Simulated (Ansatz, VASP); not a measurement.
# One calculation of In2S, two programs

INCAR

```
SYSTEM = In2S
ALGO = Normal
EDIFF = 1E-6
ENCUT = 500
GGA = PE
GGA_COMPAT = .FALSE.
ISIF = 2
ISMEAR = 0
LASPH = .TRUE.
LCHARG = .FALSE.
LREAL = .FALSE.
LWAVE = .FALSE.
NBANDS = 23
NELM = 120
PREC = Accurate
SIGMA = 0.05
```

KPOINTS

```
k-points
0
G
  4 4 4
  0 0 0
```

The input POSCAR:

```
In2S
1.0
    0.0000000000      3.3199535571      3.3199535571
    3.3199535571      0.0000000000      3.3199535571
    3.3199535571      3.3199535571      0.0000000000
S In
1 2
Direct
    0.0000000000      0.0000000000      0.0000000000
    0.2500000000      0.2500000000      0.2500000000
    0.7500000000      0.7500000000      0.7500000000
```

Input for Ansatz:

```yaml
crystal:
  lattice:
    - [0.0, 3.3199535571, 3.3199535571]
    - [3.3199535571, 0.0, 3.3199535571]
    - [3.3199535571, 3.3199535571, 0.0]
  atoms:
    - { symbol: S, position: [0.0, 0.0, 0.0] }
    - { symbol: In, position: [0.25, 0.25, 0.25] }
    - { symbol: In, position: [0.75, 0.75, 0.75] }
basis:
  ecutwfc: 420
kpoints:
  mp_grid: { grid: [4, 4, 4] }
hamiltonian:
  xc: pbe
scf:
  occupations: { method: gaussian, width: 0.05 }
output:
  forces: true
  stress: true
  eigenvalues: true
```

Alike in both runs: task single point; functional PBE; k mesh 4 × 4 × 4; occupations gaussian, width 0.05 eV; no spin polarisation.

|  | VASP | Ansatz |
| --- | --- | --- |
| version | VASP 6.6.1 | Ansatz 0.2.0 |
| potentials or method | VASP PAW PBE potentials, release 64 (S, In_d), cutoff 500 eV | scalar-relativistic, plane waves, PAW |
| valence electrons in the cell | 32 | 32 |

Ansatz gave:

```
gap on the k mesh at the Fermi level (eV) : none
pressure (GPa)                            : 10.9
```

Question: What did VASP give for the same quantities?

Answer: gap on the k mesh at the Fermi level (eV): none; pressure (GPa): 10.8.

A gap of «none» marks a metal or a gap that the smearing closes. With one functional, cell and mesh, what is left measures potentials, basis and numerics.

The k mesh is coarse, so the values compare programs but aren't converged.
